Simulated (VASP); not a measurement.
# BaTiO3 in VASP: further runs

The runs below take BaTiO3 through single point, with HSE06, PBE.

All numbers are computed with VASP 6.6.1; they aren't measurements. Logs are shortened: lines on timing, memory, paths and dates and some standing lists are left out, and cuts for length are marked.

## (1) The cell of the first run

Symmetry: P4/mmm, No. 123, tetragonal system. Conventional cell: a = 3.874 Å, b = 3.874 Å, c = 4.089 Å, α = 90.00°, β = 90.00°, γ = 90.00°. Ba (site symmetry 4/mmm) has 12 O at 2.74 to 2.82 Å and 8 Ti at 3.42 Å within 3.6 Å. Within 2.6 Å of Ti (site symmetry 4/mmm) lie 6 O at 1.94 to 2.04 Å. O (site symmetry 4/mmm) has 2 Ti at 2.04 Å and 4 Ba at 2.74 Å and 8 O at 2.82 Å within 2.9 Å. Within 2.6 Å of O (site symmetry mmm) lie 2 Ti at 1.94 Å.

## (2) Single point, HSE06 (epitaxial xy strain -3.0%)

Input file POSCAR:

```
BaTiO3
1.0
    3.8742736248      0.0000000000      0.0000000000
    0.0000000000      3.8742736248      0.0000000000
    0.0000000000      0.0000000000      4.0887514592
Ba Ti O
1 1 3
Direct
    0.0000000000      0.0000000000      0.0000000000
    0.5000000000      0.5000000000      0.5000000000
    0.5000000000      0.5000000000      0.0000000000
    0.5000000000      0.0000000000      0.5000000000
    0.0000000000      0.5000000000      0.5000000000
```

Input file INCAR.step1:

```
SYSTEM = BaTiO3
PREC     = Accurate       ! precision mode
ENCUT    = 520            ! plane-wave cutoff, eV
EDIFF    = 1E-5           ! SCF threshold, eV
ISMEAR   = 0              ! smearing method
SIGMA    = 0.01           ! smearing width, eV
LREAL    = .False.        ! projectors in reciprocal space
LASPH    = .True.         ! aspherical terms in the spheres
NELM     = 60             ! most SCF steps
ALGO     = Normal         ! electronic algorithm
ISIF     = 2              ! what is computed and relaxed
LWAVE    = .True.         ! write WAVECAR
GGA      = PE             ! functional
NBANDS   = 28             ! bands
KPAR     = 4
```

Input file INCAR.step2:

```
SYSTEM = BaTiO3
PREC     = Accurate       ! precision mode
ENCUT    = 520            ! plane-wave cutoff, eV
EDIFF    = 1E-6           ! SCF threshold, eV
ISMEAR   = 0              ! smearing method
SIGMA    = 0.01           ! smearing width, eV
LREAL    = .False.        ! projectors in reciprocal space
LASPH    = .True.         ! aspherical terms in the spheres
NELM     = 60             ! most SCF steps
ALGO     = Normal         ! electronic algorithm
ISIF     = 2              ! what is computed and relaxed
LWAVE    = .False.        ! write WAVECAR
LCHARG   = .True.         ! write CHGCAR
GGA      = PE             ! functional
LHFCALC  = .True.         ! exact exchange
HFSCREEN = 0.2079         ! screening, 1/A
PRECFOCK = Fast         
LVHAR    = .True.       
ISTART   = 1            
NBANDS   = 28             ! bands
KPAR     = 4
```

Input file KPOINTS:

```
Automatic mesh
0
Gamma
  4 4 4
  0 0 0
```

Potentials or basis: VASP PAW PBE potentials, release 64 (Ba_sv, Ti_sv, O).

Launch:

```sh
$ cat potpaw_PBE.64/Ba_sv/POTCAR potpaw_PBE.64/Ti_sv/POTCAR potpaw_PBE.64/O/POTCAR > POTCAR
$ cp INCAR.step1 INCAR
$ mpirun -np 4 vasp_std > vasp.out
$ cp INCAR.step2 INCAR
$ mpirun -np 4 vasp_std > vasp.out
```

OUTCAR:

```text
SYSTEM = BaTiO3
   PREC = Accurate
   ENCUT = 520
   EDIFF = 1E-6
   ISMEAR = 0
   LREAL = .False.
   LASPH = .True.
   NELM = 60
   ISIF = 2
   GGA = PE
   LHFCALC = .True.
   HFSCREEN = 0.2079
   PRECFOCK = Fast
   ISTART = 1

 ion  position               nearest neighbor table
   1  0.000  0.000  0.000-   3 2.74   3 2.74   3 2.74   3 2.74   5 2.82   4 2.82   5 2.82   5 2.82
                             5 2.82   4 2.82   4 2.82   4 2.82   2 3.42   2 3.42   2 3.42   2 3.42
   2  0.500  0.500  0.500-   4 1.94   5 1.94   4 1.94   5 1.94   3 2.04   3 2.04   1 3.42   1 3.42
                             1 3.42   1 3.42   1 3.42   1 3.42   1 3.42   1 3.42
   3  0.500  0.500  0.000-   2 2.04   2 2.04   1 2.74   1 2.74   1 2.74   1 2.74
   4  0.500  0.000  0.500-   2 1.94   2 1.94   1 2.82   1 2.82   1 2.82   1 2.82
   5  0.000  0.500  0.500-   2 1.94   2 1.94   1 2.82   1 2.82   1 2.82   1 2.82

  LATTYP: Found a simple tetragonal cell.
 ALAT       =     3.8742736248
 C/A-ratio  =     1.0553594958

  Lattice vectors:

 A1 = (   3.8742736248,   0.0000000000,   0.0000000000)
 A2 = (   0.0000000000,   3.8742736248,   0.0000000000)
 A3 = (   0.0000000000,   0.0000000000,   4.0887514592)

Analysis of symmetry for initial positions (statically):
=====================================================================
 Subroutine PRICEL returns:
 Original cell was already a primitive cell.

 Routine SETGRP: Setting up the symmetry group for a
 simple tetragonal supercell.

 Subroutine GETGRP returns: Found 16 space group operations
 (whereof 16 operations were pure point group operations)
 out of a pool of 16 trial point group operations.

The static configuration has the point symmetry D_4h.

Analysis of symmetry for dynamics (positions and initial velocities):
=====================================================================
 Subroutine PRICEL returns:
 Original cell was already a primitive cell.

 Routine SETGRP: Setting up the symmetry group for a
 simple tetragonal supercell.

 Subroutine GETGRP returns: Found 16 space group operations
 (whereof 16 operations were pure point group operations)
 out of a pool of 16 trial point group operations.

The dynamic configuration has the point symmetry D_4h.

 Subroutine INISYM returns: Found 16 space group operations
 (whereof 16 operations are pure point group operations),
 and found     1 'primitive' translations

----------------------------------------------------------------------------------------

                                     Primitive cell

  volume of cell :      61.3721

  direct lattice vectors                    reciprocal lattice vectors
     3.874273625  0.000000000  0.000000000     0.258112900  0.000000000  0.000000000
     0.000000000  3.874273625  0.000000000     0.000000000  0.258112900  0.000000000
     0.000000000  0.000000000  4.088751459     0.000000000  0.000000000  0.244573438

  length of vectors
     3.874273625  3.874273625  4.088751459     0.258112900  0.258112900  0.244573438

  position of ions in fractional coordinates (direct lattice)
     0.000000000  0.000000000  0.000000000
     0.500000000  0.500000000  0.500000000
     0.500000000  0.500000000  0.000000000
     0.500000000  0.000000000  0.500000000
     0.000000000  0.500000000  0.500000000

  ion indices of the primitive-cell ions
   primitive index   ion index
                 1           1
                 2           2
                 3           3
                 4           4
                 5           5

----------------------------------------------------------------------------------------

 KPOINTS: Automatic mesh

Automatic generation of k-mesh.
 Grid dimensions read from file:
 generate k-points for:    4    4    4

 Generating k-lattice:

  Cartesian coordinates                     Fractional coordinates (reciprocal lattice)
     0.064528225  0.000000000  0.000000000     0.250000000  0.000000000  0.000000000
     0.000000000  0.064528225  0.000000000     0.000000000  0.250000000  0.000000000
     0.000000000  0.000000000  0.061143359     0.000000000  0.000000000  0.250000000

  Length of vectors
     0.064528225  0.064528225  0.061143359

  Shift w.r.t. Gamma in fractional coordinates (k-lattice)
     0.000000000  0.000000000  0.000000000

 Subroutine IBZKPT returns following result:
 ===========================================

 Found     18 irreducible k-points:

 Following reciprocal coordinates:
            Coordinates               Weight
  0.000000  0.000000  0.000000      1.000000
  0.250000  0.000000  0.000000      4.000000
  0.500000  0.000000  0.000000      2.000000
  0.250000  0.250000  0.000000      4.000000
  0.500000  0.250000  0.000000      4.000000
  0.500000  0.500000  0.000000      1.000000
[... 10 lines left out ...]
  0.500000  0.250000  0.500000      4.000000
  0.500000  0.500000  0.500000      1.000000
   k-points           NKPTS =     18   k-points in BZ     NKDIM =     64   number of bands    NBANDS=     28
   number of dos      NEDOS =    301   number of ions     NIONS =      5
   total plane-waves  NPLWV =  27000
   dimension x,y,z NGX =    30 NGY =   30 NGZ =   30
   dimension x,y,z NGXF=    60 NGYF=   60 NGZF=   60
   ions per type =               1   1   3
   NGX,Y,Z   is equivalent  to a cutoff of  12.87, 12.87, 12.20 a.u.
   NGXF,Y,Z  is equivalent  to a cutoff of  25.75, 25.75, 24.40 a.u.
 SYSTEM =  BaTiO3
   PREC   = accura    normal or accurate (medium, high low for compatibility)
   ISTART =      1    job   : 0-new  1-cont  2-samecut
   ICHARG =      0    charge: 1-file 2-atom 10-const
   ISPIN  =      1    spin polarized calculation?
   LNONCOLLINEAR =      F non collinear calculations
   LSORBIT =      F    spin-orbit coupling
   LASPH  =      T    aspherical Exc in radial PAW
   ENCUT  =  520.0 eV  38.22 Ry    6.18 a.u.   7.20  7.20  7.60*2*pi/ulx,y,z
   NELM   =     60;   NELMIN=  2; NELMDL=  0     # of ELM steps
   EDIFF  = 0.1E-05   stopping-criterion for ELM
   LREAL  =      F    real-space projection
   EDIFFG = 0.1E-04   stopping-criterion for IOM
   NSW    =      0    number of steps for IOM
   IBRION =     -1    ionic relax: 0-MD 1-quasi-New 2-CG
   NFREE  =      0    steps in history (QN), initial steepest desc. (CG)
   ISIF   =      2    stress and relaxation
   ISYM   =      3    0-nonsym 1-usesym 2-fastsym
   POTIM  = 0.5000    time-step for ionic-motion
   TEBEG  =    0.0;   TEEND  =   0.0 temperature during run
   PSTRESS=    0.0 pullay stress
   NELECT =      40.0000    total number of electrons
   NUPDOWN=      -1.0000    fix difference up-down
   EMIN   =  10.00;   EMAX   =-10.00  energy-range for DOS
   EFERMI =   0.00;   METHOD = LEGACY
   ISMEAR =     0;   SIGMA  =   0.01  broadening in eV -4-tet -1-fermi 0-gaus
   EFERMI_NEDOS =   21; number of points for ismear=-14 and -15
   IALGO  =     38    algorithm
   IMIX   =      1    mixing-type and parameters
     AMIX     =   0.40;   BMIX     =  1.00
     AMIX_MAG =   1.60;   BMIX_MAG =  1.00
  volume/ion in A,a.u.               =      12.27        82.83
  Fermi-wavevector in a.u.,A,eV,Ry     =   1.419399  2.682275 27.411557  2.014693
  Thomas-Fermi vector in A             =   2.540423
   LORBIT       =      0    0 simple, 1 ext, 2 COOP (PROOUT), +10 PAW based schemes
   GGA     = PE    functional components
   LHFCALC =     T    Hartree Fock is set to
   PRECFOCK=fast      Normal, Fast or Accurate (Low or Medium for compatibility)
   ENCUT4O =  -1.0   cutoff for four orbital integrals eV
   NKREDX  =     1    reduce k-point grid by
   NKREDY  =     1    reduce k-point grid by
   NKREDZ  =     1    reduce k-point grid by
   AEXX    =    0.2500 exact exchange contribution
   HFSCREEN=    0.2079 screening length (either q_TF or 0.3 A-1)
   HFSCREENC=   0.2079 screening length for correlation (either q_TF or 0.3 A-1)
   ENCUTFOCK=  -1.0 apply spherical cutoff to Coloumb kernel
   IVDW    =     0    specifies the selected vdW correction
   LEPSILON=     F    determine dielectric tensor
   LRPA    =     F    only Hartree local field effects (RPA)
 non-spin polarized calculation
 Gauss-broadening in eV      SIGMA  =   0.01
  energy-cutoff  :      520.00
  volume of cell :       61.37
 maximum number of plane-waves:      1668
 NGX is ok and might be reduce to    30
  NGX = 18; NGY = 18; NGZ = 18

 number of electron      40.0000022 magnetization

 Free energy of the ion-electron system (eV)
  ---------------------------------------------------
  ext. energy  EPLUGINS =         0.00000000
  ---------------------------------------------------
  free energy    TOTEN  =       -48.24716472 eV

  energy without entropy =      -48.24716472  energy(sigma->0) =      -48.24716472

 E-fermi :   3.3522     XC(G=0):  -9.4372

 val. band max:        3.2130264012   @ k =   0.5000   0.5000   0.5000
 cond. band min:       6.3512106587   @ k =   0.0000   0.0000   0.0000
 fundamental gap:      3.1381842575
 Fermi energy:         3.3522047519

 k-point     1 :       0.0000    0.0000    0.0000
  band No.  band energies     occupation
      1     -57.6987      2.00000
      2     -32.2878      2.00000
      3     -32.2878      2.00000
      4     -32.2453      2.00000
      5     -22.9092      2.00000
      6     -15.5662      2.00000
[... 20 lines left out ...]
     27      10.0949      0.00000
     28      12.7188      0.00000

 k-point     2 :       0.2500    0.0000    0.0000
  band No.  band energies     occupation
      1     -57.6979      2.00000
      2     -32.3297      2.00000
      3     -32.2852      2.00000
      4     -32.2426      2.00000
      5     -22.8086      2.00000
      6     -15.5867      2.00000
[... 20 lines left out ...]
     27      11.3251      0.00000
     28      13.3829      0.00000

 k-point     3 :       0.5000    0.0000    0.0000
  band No.  band energies     occupation
      1     -57.6970      2.00000
      2     -32.3711      2.00000
      3     -32.2826      2.00000
      4     -32.2398      2.00000
      5     -22.7032      2.00000
      6     -15.7689      2.00000
[... 20 lines left out ...]
     27      12.8850      0.00000
     28      13.1414      0.00000

 k-point     4 :       0.2500    0.2500    0.0000
  band No.  band energies     occupation
      1     -57.6970      2.00000
      2     -32.3271      2.00000
      3     -32.3260      2.00000
      4     -32.2398      2.00000
      5     -22.7272      2.00000
      6     -15.3749      2.00000
[... 392 lines left out ...]
     27      13.2227      0.00000
     28      13.3461      0.00000

 k-point    17 :       0.5000    0.2500    0.5000
  band No.  band energies     occupation
      1     -57.6956      2.00000
      2     -32.3638      2.00000
      3     -32.3204      2.00000
      4     -32.2758      2.00000
      5     -22.5708      2.00000
      6     -14.9395      2.00000
[... 20 lines left out ...]
     27      13.0726      0.00000
     28      13.5046      0.00000

 k-point    18 :       0.5000    0.5000    0.5000
  band No.  band energies     occupation
      1     -57.6948      2.00000
      2     -32.3608      2.00000
      3     -32.3608      2.00000
      4     -32.2727      2.00000
      5     -22.5162      2.00000
      6     -14.5135      2.00000
[... 20 lines left out ...]
     27      12.6888      0.00000
     28      13.6403      0.00000

------------------------ aborting loop because EDIFF is reached ----------------------------------------

  FORCE on cell =-STRESS in cart. coord.  units (eV):
  Direction    XX          YY          ZZ          XY          YZ          ZX
  --------------------------------------------------------------------------------------
  -------------------------------------------------------------------------------------
  Total        4.4506405      4.4506405     -0.1612529      0.0000000      0.0000000      0.0000000
  in kB      116.1881428    116.1881428     -4.2096586      0.0000000      0.0000000      0.0000000
  external PRESSURE =      76.0555423 kB  Pullay stress =       0.0000000 kB

 VOLUME and BASIS-vectors are now :
 -----------------------------------------------------------------------------
  energy-cutoff  :      520.00
  volume of cell :       61.37
      direct lattice vectors                 reciprocal lattice vectors
     3.874273625  0.000000000  0.000000000     0.258112900  0.000000000  0.000000000
     0.000000000  3.874273625  0.000000000     0.000000000  0.258112900  0.000000000
     0.000000000  0.000000000  4.088751459     0.000000000  0.000000000  0.244573438

 POSITION                                       TOTAL-FORCE (eV/Angst)
 -----------------------------------------------------------------------------------
      0.00000      0.00000      0.00000         0.000000      0.000000      0.000000
      1.93714      1.93714      2.04438         0.000000      0.000000      0.000000
      1.93714      1.93714      0.00000         0.000000      0.000000      0.000000
      1.93714      0.00000      2.04438         0.000000      0.000000      0.000000
      0.00000      1.93714      2.04438         0.000000      0.000000      0.000000
 -----------------------------------------------------------------------------------
    total drift:                                0.000000     -0.000000     -0.000001

  FREE ENERGIE OF THE ION-ELECTRON SYSTEM (eV)
  ---------------------------------------------------
  free  energy   TOTEN  =       -48.2471647216 eV

  energy  without entropy=      -48.2471647216  energy(sigma->0) =      -48.24716472
```

Wall time 16 min (4 MPI ranks of Intel Xeon Platinum 8375C at 2.90GHz (Ice Lake), shared host); peak memory 0.3 GiB.

What came out:

* Free energy: -48.2472 eV
* Pressure: 7.6 GPa
* Band gap on the k mesh: 3.14 eV (least direct gap 3.27 eV)

Levels at points of the mesh, in eV from the valence-band top:
```csv
k point,band 18,band 19,band 20,band 21,band 22,band 23
"(0.00, 0.00, 0.00)",-0.17,-0.14,-0.14,3.14,3.14,3.23
"(0.50, 0.00, 0.00)",-2.12,-0.92,-0.78,3.36,5.40,5.42
"(0.50, 0.50, 0.00)",-0.62,-0.62,-0.07,5.46,5.46,6.02
"(0.00, 0.00, 0.50)",-1.62,-0.81,-0.81,3.38,4.90,4.90
"(0.50, 0.00, 0.50)",-1.15,-1.14,-0.27,4.92,5.43,5.74
"(0.50, 0.50, 0.50)",-0.08,-0.08,0.00,6.05,6.05,6.30
```

Caveat: the cell differs from its parent crystal (epitaxial xy strain -3.0%); the stress differs along the axes, from -0 to 12 GPa; the PAW data sets were made with another functional, which shifts forces and pressure a little; spin-orbit coupling is left out, which moves the levels of the heavy elements. A k mesh can miss the band edges.

(Part 1 of 2 ends here.)
